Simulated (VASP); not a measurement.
C:

```
C
1.0
     2.12732   -1.22828    0.00000
     2.12732    1.22828    0.00000
    -1.37907    0.00000    3.50283
C
2
Direct
  0.83336 0.83336 0.00009
  0.16664 0.16664 0.99991
```

Program: VASP 6.6.1. Alike in all runs: task single point; no spin polarisation; cell as given; k mesh 14 × 14 × 9; cutoff (eV) 520; smearing fermi-dirac 0.15 eV.

**Question.** Order these runs on this cell by their pressure, lowest first.
A. level PBEsol; potentials or basis VASP PAW PBE potentials, release 64 (C)
B. level LDA; potentials or basis VASP PAW LDA potentials, release 64 (C)
C. level BLYP; potentials or basis VASP PAW PBE potentials, release 64 (C)

**Answer.** B (-3.3 GPa), A (1.5 GPa), C (6.7 GPa).

Caveats: this functional lacks dispersion, which binds layers or chains, so the pressure and a relaxed spacing across them are unreliable (at least some runs); the PAW data sets were made with another functional, which shifts forces and pressure a little (at least some runs); the cell stands under tension (at least some runs); the cell stands under pressure (at least some runs).
